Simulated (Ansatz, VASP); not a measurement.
**One calculation of NaH, two programs**

```
Na H
1.0
    -0.03788    2.39751    2.39751
     2.39751   -0.03788    2.39751
     2.35963    2.35963    0.00000
Na H
1 1
Direct
  0.00000 0.00000 0.00000
  0.50000 0.50000 0.50000
```

Change from the starting cell: shear_xy strain -3.2%.

Alike in both runs: task single point; functional HSE06; k mesh 6 × 6 × 6; no spin polarisation.

```csv
,VASP,Ansatz
version,VASP 6.6.1,Ansatz 0.2.0
potentials or method,"VASP PAW PBE potentials, release 64 (Na_pv, H)","plane waves, PAW"
plane-wave cutoff (eV),520,420
occupations,"gaussian, width 0.01 eV",fixed
valence electrons in the cell,8,10
```

```tsv
	VASP	Ansatz	Ansatz less VASP
gap on the k mesh at the Fermi level (eV)	4.79	4.80	+0.005
pressure (GPa)	0.2	0.2	-0.02
traceless stress, the component that is largest in VASP (GPa)	0.75	0.75	+0.001
```

VASP's potentials hold 8 valence electrons a cell and Ansatz's 10, so a difference there can come from the potentials and not from the codes. Ansatz's warnings: stress exchange threshold loose, stress scf threshold loose.
